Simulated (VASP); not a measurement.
Write the native input for VASP 6.6.1 that does the following.

```
Task                    : single point
Functional              : LDA
Potentials or basis     : VASP PAW LDA potentials, release 64 (Pd)
Cutoff                  : 520 eV
k mesh                  : 18 × 18 × 18
Occupations             : fermi-dirac, width 0.05 eV
Spin                    : no spin polarisation
Dipole correction       : no
k mesh for the DOS      : 27 × 27 × 27
Occupations for the DOS : tetrahedron
Further INCAR settings  : ALGO = Normal; EDIFF = 1e-06; NBANDS = 11
```

The system is Pd.

```xyz
1
Lattice="0.0000 1.9449 1.9449 1.9449 0.0000 1.9449 1.9449 1.9449 0.0000" Properties=species:S:1:pos:R:3 pbc="T T T"
Pd    0.0000    0.0000    0.0000
```

One way to write it, as run:

POSCAR

```
Pd
1.0
    0.0000000000      1.9449000000      1.9449000000
    1.9449000000      0.0000000000      1.9449000000
    1.9449000000      1.9449000000      0.0000000000
Pd
1
Direct
    0.0000000000      0.0000000000      0.0000000000
```

INCAR.step1

```
PREC = Accurate
ENCUT = 520
EDIFF = 1E-6
ISMEAR = -1
SIGMA = 0.05
LREAL = F
LASPH = T
NELM = 60
ALGO = Normal
ISIF = 2
LWAVE = F
LCHARG = T
LMAXMIX = 4
NBANDS = 11
```

KPOINTS.step1

```
Automatic mesh
0
Gamma
  18 18 18
```

INCAR.step2

```
PREC = Accurate
ENCUT = 520
EDIFF = 1E-6
ISMEAR = -5
SIGMA = 0.05
LREAL = F
LASPH = T
NELM = 60
ALGO = Normal
ISIF = 2
LWAVE = F
LCHARG = F
LMAXMIX = 4
LORBIT = 11
NBANDS = 11
NEDOS = 1001
ICHARG = 11
```

KPOINTS.step2

```
Automatic mesh
0
Gamma
  27 27 27
```

Potentials or basis: VASP PAW LDA potentials, release 64 (Pd).

Run with:

```sh
$ cat potpaw_LDA.64/Pd/POTCAR > POTCAR
$ cp INCAR.step1 INCAR
$ cp KPOINTS.step1 KPOINTS
$ mpirun -np 1 vasp_std > vasp.out
$ cp INCAR.step2 INCAR
$ cp KPOINTS.step2 KPOINTS
$ mpirun -np 1 vasp_std > vasp.out
```

It gave:

| Item | Value |
| --- | --- |
| Valence electrons inside the program's atomic spheres | Pd 9.44 |

Run time: 83 s on 1 thread of Intel Xeon 8259CL, with other jobs on the host, peak memory 0.2 GiB.
